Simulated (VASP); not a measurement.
# Ga (P6/mmm) in VASP: notebook

Ga is run at these levels: LDA; tasks: relaxation of cell and atoms, single point.

Everything below comes from runs of VASP 6.6.1. Logs are shortened: lines on timing, memory, paths and dates and some standing lists are left out, and cuts for length are marked.

### Step 1. The cell of the first run

The structure is hexagonal, space group P6/mmm (No. 191). The conventional cell has a = 4.802 Å, b = 4.802 Å, c = 2.944 Å, α = 90.00°, β = 90.00°, γ = 120.00°. Within 3.9 Å of Ga (site symmetry 6/mmm) lie 14 Ga at 2.94 to 3.14 Å. Ga (site symmetry -6m2) has 11 Ga at 2.77 to 3.14 Å within 3.7 Å.

This isn't the form of Ga at room conditions, which is orthorhombic.

### Step 2. Relaxation of cell and atoms, LDA

File INCAR:

```
SYSTEM = Ga
PREC     = Accurate       ! precision mode
ENCUT    = 600            ! plane-wave cutoff, eV
EDIFF    = 1E-7           ! SCF threshold, eV
ISMEAR   = -1             ! smearing method
SIGMA    = 0.1            ! smearing width, eV
LREAL    = .FALSE.        ! projectors in reciprocal space
LASPH    = .TRUE.         ! aspherical terms in the spheres
NELM     = 80             ! most SCF steps
ALGO     = Normal         ! electronic algorithm
ISIF     = 3              ! what is computed and relaxed
LWAVE    = .FALSE.        ! write WAVECAR
LCHARG   = .FALSE.        ! write CHGCAR
GGA      = CA             ! functional
IBRION   = 2              ! ionic algorithm
NSW      = 80             ! ionic steps
EDIFFG   = -0.01          ! ionic threshold
```

File KPOINTS:

```
regular mesh
0
G
  8 8 11
  0 0 0
```

File POSCAR:

```
Ga
1.0
    4.8020307411      0.0000000000      0.0000000000
   -2.4010153706      4.1586806116      0.0000000000
    0.0000000000      0.0000000000      2.9436448443
Ga
3
Direct
    0.0000000000      0.0000000000      0.0000000000
    0.3333333333      0.6666666667      0.5000000000
    0.6666666667      0.3333333333      0.5000000000
```

Potentials or basis: VASP PAW LDA potentials, release 64 (Ga_d).

Run with:

```
$ cat potpaw_LDA.64/Ga_d/POTCAR > POTCAR
$ mpirun -np 1 vasp_std > vasp.out
```

OUTCAR:

```text
SYSTEM = Ga
   PREC = Accurate
   ENCUT = 600
   EDIFF = 1E-7
   ISMEAR = -1
   LREAL = .FALSE.
   LASPH = .TRUE.
   NELM = 80
   ISIF = 3
   GGA = CA
   IBRION = 2
   NSW = 80
   EDIFFG = -0.01

 ion  position               nearest neighbor table
   1  0.000  0.000  0.000-
   2  0.333  0.667  0.500-   3 2.77   3 2.77   3 2.77
   3  0.667  0.333  0.500-   2 2.77   2 2.77   2 2.77

  LATTYP: Found a hexagonal cell.
 ALAT       =     4.8020307411
 C/A-ratio  =     0.6130000000

  Lattice vectors:

 A1 = (   4.8020307411,   0.0000000000,   0.0000000000)
 A2 = (  -2.4010153706,   4.1586806116,   0.0000000000)
 A3 = (   0.0000000000,   0.0000000000,   2.9436448443)

Analysis of symmetry for initial positions (statically):
=====================================================================
 Subroutine PRICEL returns:
 Original cell was already a primitive cell.

 Routine SETGRP: Setting up the symmetry group for a
 hexagonal supercell.

 Subroutine GETGRP returns: Found 24 space group operations
 (whereof 24 operations were pure point group operations)
 out of a pool of 24 trial point group operations.

The static configuration has the point symmetry D_6h.

Analysis of symmetry for dynamics (positions and initial velocities):
=====================================================================
 Subroutine PRICEL returns:
 Original cell was already a primitive cell.

 Routine SETGRP: Setting up the symmetry group for a
 hexagonal supercell.

 Subroutine GETGRP returns: Found 24 space group operations
 (whereof 24 operations were pure point group operations)
 out of a pool of 24 trial point group operations.

The dynamic configuration has the point symmetry D_6h.

 Subroutine INISYM returns: Found 24 space group operations
 (whereof 24 operations are pure point group operations),
 and found     1 'primitive' translations

----------------------------------------------------------------------------------------

                                     Primitive cell

  volume of cell :      58.7849

  direct lattice vectors                    reciprocal lattice vectors
     4.802030741  0.000000000  0.000000000     0.208245231  0.120230440  0.000000000
    -2.401015371  4.158680612  0.000000000     0.000000000  0.240460880  0.000000000
     0.000000000  0.000000000  2.943644844     0.000000000  0.000000000  0.339714895

  length of vectors
     4.802030741  4.802030741  2.943644844     0.240460880  0.240460880  0.339714895

  position of ions in fractional coordinates (direct lattice)
     0.000000000  0.000000000  0.000000000
     0.333333333  0.666666667  0.500000000
     0.666666667  0.333333333  0.500000000

  ion indices of the primitive-cell ions
   primitive index   ion index
                 1           1
                 2           2
                 3           3

----------------------------------------------------------------------------------------

 KPOINTS: regular mesh

Automatic generation of k-mesh.
 Grid dimensions read from file:
 generate k-points for:    8    8   11

 Generating k-lattice:

  Cartesian coordinates                     Fractional coordinates (reciprocal lattice)
     0.026030654  0.015028805  0.000000000     0.125000000  0.000000000  0.000000000
     0.000000000  0.030057610  0.000000000     0.000000000  0.125000000  0.000000000
     0.000000000  0.000000000  0.030883172     0.000000000  0.000000000  0.090909091

  Length of vectors
     0.030057610  0.030057610  0.030883172

  Shift w.r.t. Gamma in fractional coordinates (k-lattice)
     0.000000000  0.000000000  0.000000000

 Subroutine IBZKPT returns following result:
 ===========================================

 Found     60 irreducible k-points:

 Following reciprocal coordinates:
            Coordinates               Weight
  0.000000  0.000000  0.000000      1.000000
  0.125000 -0.000000  0.000000      6.000000
  0.250000 -0.000000  0.000000      6.000000
  0.375000  0.000000  0.000000      6.000000
  0.500000 -0.000000  0.000000      3.000000
  0.125000  0.125000  0.000000      6.000000
[... 16 lines left out ...]
  0.250000 -0.000000  0.181818     12.000000
  0.375000  0.000000  0.181818     12.000000
 [... further k-points ...]
   k-points           NKPTS =     60   k-points in BZ     NKDIM =     60   number of bands    NBANDS=     23
   number of dos      NEDOS =    301   number of ions     NIONS =      3
   total plane-waves  NPLWV =  38400
   dimension x,y,z NGX =    40 NGY =   40 NGZ =   24
   dimension x,y,z NGXF=    80 NGYF=   80 NGZF=   48
   ions per type =               3
   NGX,Y,Z   is equivalent  to a cutoff of  13.85, 13.85, 13.55 a.u.
   NGXF,Y,Z  is equivalent  to a cutoff of  27.70, 27.70, 27.11 a.u.
 SYSTEM =  Ga
   PREC   = accura    normal or accurate (medium, high low for compatibility)
   ISTART =      0    job   : 0-new  1-cont  2-samecut
   ICHARG =      2    charge: 1-file 2-atom 10-const
   ISPIN  =      1    spin polarized calculation?
   LNONCOLLINEAR =      F non collinear calculations
   LSORBIT =      F    spin-orbit coupling
   LASPH  =      T    aspherical Exc in radial PAW
   ENCUT  =  600.0 eV  44.10 Ry    6.64 a.u.   9.59  9.59  5.88*2*pi/ulx,y,z
   NELM   =     80;   NELMIN=  2; NELMDL= -5     # of ELM steps
   EDIFF  = 0.1E-06   stopping-criterion for ELM
   LREAL  =      F    real-space projection
   EDIFFG = -.1E-01   stopping-criterion for IOM
   NSW    =     80    number of steps for IOM
   IBRION =      2    ionic relax: 0-MD 1-quasi-New 2-CG
   NFREE  =      1    steps in history (QN), initial steepest desc. (CG)
   ISIF   =      3    stress and relaxation
   ISYM   =      2    0-nonsym 1-usesym 2-fastsym
   POTIM  = 0.5000    time-step for ionic-motion
   TEBEG  =    0.0;   TEEND  =   0.0 temperature during run
   PSTRESS=    0.0 pullay stress
   NELECT =      39.0000    total number of electrons
   NUPDOWN=      -1.0000    fix difference up-down
   EMIN   =  10.00;   EMAX   =-10.00  energy-range for DOS
   EFERMI =   0.00;   METHOD = LEGACY
   ISMEAR =    -1;   SIGMA  =   0.10  broadening in eV -4-tet -1-fermi 0-gaus
   EFERMI_NEDOS =   21; number of points for ismear=-14 and -15
   IALGO  =     38    algorithm
   IMIX   =      4    mixing-type and parameters
     AMIX     =   0.40;   BMIX     =  1.00
     AMIX_MAG =   1.60;   BMIX_MAG =  1.00
  volume/ion in A,a.u.               =      19.59       132.23
  Fermi-wavevector in a.u.,A,eV,Ry     =   1.427823  2.698194 27.737908  2.038679
  Thomas-Fermi vector in A             =   2.547951
   LORBIT       =      0    0 simple, 1 ext, 2 COOP (PROOUT), +10 PAW based schemes
   GGA     = CA    functional components
   LHFCALC =     F    Hartree Fock is set to
   AEXX    =    0.0000 exact exchange contribution
   IVDW    =     0    specifies the selected vdW correction
   LEPSILON=     F    determine dielectric tensor
   LRPA    =     F    only Hartree local field effects (RPA)
 conjugate gradient relaxation of ions
 non-spin polarized calculation
  energy-cutoff  :      600.00
  volume of cell :       58.78
 maximum number of plane-waves:      1986
 NGX is ok and might be reduce to    40
   NGX = 19   NGY = 19   NGZ = 11

--------------------------------------- Ionic step        1  -------------------------------------------

 number of electron      38.9999990 magnetization

 Free energy of the ion-electron system (eV)
  ---------------------------------------------------
  ext. energy  EPLUGINS =         0.00000000
  ---------------------------------------------------
  free energy    TOTEN  =       -10.47931895 eV

  energy without entropy =      -10.42090128  energy(sigma->0) =      -10.45011012

------------------------ aborting loop because EDIFF is reached ----------------------------------------

  FORCE on cell =-STRESS in cart. coord.  units (eV):
  Direction    XX          YY          ZZ          XY          YZ          ZX
  --------------------------------------------------------------------------------------
  -------------------------------------------------------------------------------------
  Total       -2.0962578     -2.0962578     -1.9024819      0.0000000      0.0000000     -0.0000000
  in kB      -57.1333073    -57.1333073    -51.8519636      0.0000000      0.0000000     -0.0000000
  external PRESSURE =     -55.3728594 kB  Pullay stress =       0.0000000 kB
[... 92 lines left out ...]
  FREE ENERGIE OF THE ION-ELECTRON SYSTEM (eV)
  ---------------------------------------------------
  free  energy   TOTEN  =       -10.6071051041 eV

  energy  without entropy=      -10.5557177168  energy(sigma->0) =      -10.58141141

[... ionic steps 4 to 10 ...]

--------------------------------------- Ionic step       11  -------------------------------------------

 number of electron      38.9999999 magnetization

------------------------ aborting loop because EDIFF is reached ----------------------------------------

  FORCE on cell =-STRESS in cart. coord.  units (eV):
  Direction    XX          YY          ZZ          XY          YZ          ZX
  --------------------------------------------------------------------------------------
  -------------------------------------------------------------------------------------
  Total       -0.0393874     -0.0393874     -0.0183322      0.0000000      0.0000000      0.0000000
  in kB       -1.2016441     -1.2016441     -0.5592860      0.0000000      0.0000000      0.0000000
  external PRESSURE =      -0.9875247 kB  Pullay stress =       0.0000000 kB
[... 59 lines left out ...]
  energy  without entropy=      -10.5671666963  energy(sigma->0) =      -10.58919927

--------------------------------------- Ionic step       13  -------------------------------------------

 number of electron      39.0000000 magnetization

 Free energy of the ion-electron system (eV)
  ---------------------------------------------------
  ext. energy  EPLUGINS =         0.00000000
  ---------------------------------------------------
  free energy    TOTEN  =       -10.61124979 eV

  energy without entropy =      -10.56705908  energy(sigma->0) =      -10.58915443

 E-fermi :   6.0844     XC(G=0): -11.7158

 val. band max:        6.0820160921   @ k =   0.3750   0.2500   0.0000
 cond. band min:       6.0903487039   @ k =   0.2500   0.1250   0.4545
 fundamental gap:      0.0083326118
 Fermi energy:         6.0843751586

 k-point     1 :       0.0000    0.0000    0.0000
  band No.  band energies     occupation
      1      -9.2572      2.00000
      2      -9.0516      2.00000
      3      -9.0516      2.00000
      4      -9.0324      2.00000
      5      -9.0067      2.00000
      6      -8.9625      2.00000
[... 613 lines left out ...]
     22      10.3726      0.00000
     23      10.4845      0.00000

 [... further k-points ...]
[... 5 lines left out ...]
  --------------------------------------------------------------------------------------
  -------------------------------------------------------------------------------------
  Total        0.0019386      0.0019386      0.0127273     -0.0000000      0.0000000      0.0000000
  in kB        0.0592451      0.0592451      0.3889510     -0.0000000      0.0000000      0.0000000
  external PRESSURE =       0.1691471 kB  Pullay stress =       0.0000000 kB
[... 18 lines left out ...]
  FREE ENERGIE OF THE ION-ELECTRON SYSTEM (eV)
  ---------------------------------------------------
  free  energy   TOTEN  =       -10.6112497893 eV

  energy  without entropy=      -10.5670590783  energy(sigma->0) =      -10.58915443

 reached required accuracy - stopping structural energy minimisation
```

Wall time 15 min (1 thread of Intel Xeon 8259CL, shared host); peak memory 0.22 GiB.

Results:

```yaml
Free_energy: -10.6112 eV
Relaxed_volume: 17.48 Å³/atom
Relaxed_cell: a = 4.556 Å, b = 4.556 Å, c = 2.916 Å, α = 90.00°, β = 90.00°, γ = 120.00°
Space_group_after_relaxing_to_0.1_Å: P6/mmm (No. 191)
Energy_gained_by_relaxing: 44.0 meV/atom
Ionic_steps: 13
Pressure_after_relaxing: 0.0 GPa
Band_gap_on_the_k_mesh: zero (an odd number of electrons rules out a gap without spin polarisation)
```

The path:
| step | energy change (eV) | largest force (eV/Å) | pressure (GPa) | volume (Å³) |
| --- | --- | --- | --- | --- |
| 1 | 0.0000 | 0.0000 | -5.54 | 58.78 |
| 2 | -0.1246 | 0.0000 | -1.02 | 53.21 |
| 3 | -0.1278 | 0.0000 | -0.19 | 52.39 |
| 4 | -0.1278 | 0.0000 | 0.18 | 52.21 |
| 5 | -0.1281 | 0.0000 | -0.11 | 52.36 |
| 6 | -0.1283 | 0.0000 | -0.27 | 52.50 |
| 7 | -0.1286 | 0.0000 | -0.25 | 52.51 |
| 8 | -0.1294 | 0.0000 | -0.23 | 52.51 |
| 9 | -0.1308 | 0.0000 | -0.17 | 52.52 |
| 10 | -0.1317 | 0.0000 | -0.05 | 52.51 |
| 11 | -0.1319 | 0.0000 | -0.10 | 52.52 |
| 12 | -0.1319 | 0.0000 | -0.09 | 52.52 |
| 13 | -0.1319 | 0.0000 | 0.02 | 52.43 |

Final structure:
```
Ga
1.0
     4.55633    0.00000    0.00000
    -2.27817    3.94590    0.00000
     0.00000    0.00000    2.91602
Ga
3
Direct
  0.00000 0.00000 0.00000
  0.33333 0.66667 0.50000
  0.66667 0.33333 0.50000
```

Levels at points of the mesh, in eV from the Fermi level:
| k point | band 16 | band 17 | band 18 | band 19 | band 20 | band 21 | band 22 | band 23 |
| --- | --- | --- | --- | --- | --- | --- | --- | --- |
| (0.00, 0.00, 0.00) | -11.71 | -2.58 | -2.29 | -1.38 | -1.38 | -1.20 | -1.20 | 5.06 |
| (0.50, 0.00, 0.00) | -9.21 | -9.20 | -4.32 | -4.03 | 4.90 | 5.15 | 5.94 | 6.25 |

### Step 3. Single point, LDA

This run uses another cell than the first one, of 17.45 Å³/atom.

File INCAR:

```
SYSTEM = Ga
ALGO     = Normal         ! electronic algorithm
EDIFF    = 1E-6           ! SCF threshold, eV
ENCUT    = 520            ! plane-wave cutoff, eV
ISIF     = 2              ! what is computed and relaxed
ISMEAR   = -1             ! smearing method
LASPH    = .True.         ! aspherical terms in the spheres
LCHARG   = .False.        ! write CHGCAR
LREAL    = .False.        ! projectors in reciprocal space
LWAVE    = .False.        ! write WAVECAR
NBANDS   = 26             ! bands
NELM     = 60             ! most SCF steps
PREC     = Accurate       ! precision mode
SIGMA    = 0.1            ! smearing width, eV
```

File KPOINTS:

```
k-points
0
Gamma
  8 8 11
  0 0 0
```

File POSCAR:

```
Ga
1.0
    4.5516771659      0.0000000000      0.0000000000
   -2.2758385830      3.9418680555      0.0000000000
    0.0000000000      0.0000000000      2.9184136852
Ga
3
Direct
    0.0000000000      0.0000000000      0.0000000000
    0.3333333333      0.6666666667      0.5000000000
    0.6666666667      0.3333333333      0.5000000000
```

Potentials or basis: VASP PAW LDA potentials, release 64 (Ga_d).

Run with:

```
$ cat potpaw_LDA.64/Ga_d/POTCAR > POTCAR
$ mpirun -np 1 vasp_std > vasp.out
```

It took 77 s on 1 thread of Intel Xeon 8259CL, shared host; peak memory 0.19 GiB.

It converged, with:

```
Free energy            : -10.6095 eV
Pressure               : 0.1 GPa
Band gap on the k mesh : zero (an odd number of electrons rules out a gap without spin polarisation)
```

Levels at points of the mesh, in eV from the Fermi level:
| k point | band 16 | band 17 | band 18 | band 19 | band 20 | band 21 | band 22 | band 23 |
| --- | --- | --- | --- | --- | --- | --- | --- | --- |
| (0.00, 0.00, 0.00) | -11.72 | -2.56 | -2.27 | -1.37 | -1.37 | -1.19 | -1.19 | 5.02 |
| (0.50, 0.00, 0.00) | -9.22 | -9.21 | -4.31 | -4.03 | 4.92 | 5.18 | 5.95 | 6.27 |
